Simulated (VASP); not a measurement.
Here is a VASP 6.6.1 calculation.

INCAR

```
  PREC = Accurate
  ENCUT = 520
  EDIFF = 1E-7
  ISMEAR = 0
  SIGMA = 0.1
  LREAL = False
  LASPH = True
  NELM = 100
  ALGO = Normal
  ISIF = 2
  LWAVE = False
  LCHARG = False
  GGA = PE
  NBANDS = 14
```

KPOINTS

```
Automatic mesh
0
Gamma
  6 6 4
```

File POSCAR:

```
BAs2
1.0
    3.0378592467      0.0000000000      0.0000000000
    0.0000000000      3.0378592467      0.0000000000
    0.0000000000      0.0000000000      6.3198056686
B As
1 2
Direct
    0.0000000000      0.0000000000      0.0000000000
    0.5000000000      0.5000000000      0.1888225865
    0.5000000000      0.5000000000      0.8111774135
```

Potentials or basis: VASP PAW PBE potentials, release 64 (B, As).

The run is started by

```bash
$ cat potpaw_PBE.64/B/POTCAR potpaw_PBE.64/As/POTCAR > POTCAR
$ mpirun -np 1 vasp_std > vasp.out
```

Question: Estimate the pressure.

Answer: 0.3 GPa.

Question: Estimate the largest force.

Answer: 0.087 eV/Å.

Forces on the atoms (eV/Å):
```
B    0.000  0.000  0.000
As   0.000  0.000  0.087
As   0.000  0.000 -0.087
```

Caveat: this functional lacks dispersion, which binds the layers, so the pressure and a relaxed spacing across them are unreliable.
